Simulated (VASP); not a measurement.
The system is Si.

```
Si
1.0
     3.20088   -1.93410    0.98715
     3.20088    1.93410    0.98715
     0.27160    0.00000    6.69374
Si
4
Cartesian
  2.2212 0.9671 6.0556
  4.5879 0.9671 5.9593
  4.4521 -0.9671 2.6124
  2.0854 -0.9671 2.7088
```

Base run:

* Program: VASP 6.6.1
* Functional: PBEsol
* Potentials or basis: VASP PAW PBE potentials, release 64 (Si)
* Cutoff: 520 eV
* k mesh: 8 × 8 × 4
* Occupations: gaussian, width 0.02 eV
* Spin: no spin polarisation

Its results: band gap on the k mesh 0.54 eV; pressure -1.7 GPa.

Task: The run is repeated on the same cell with these changes: functional from PBEsol to PBE; further incar settings from ALGO = Normal; EDIFF = 1e-06; NBANDS = 16 to ALGO = Normal; EDIFF = 1e-07; NBANDS = 16. What comes out?

Result: Band gap on the k mesh 0.65 eV; pressure -0.1 GPa.

Caveats: the PAW data sets were made with another functional, which shifts forces and pressure a little (at least some runs).

A k mesh can miss the band edges.
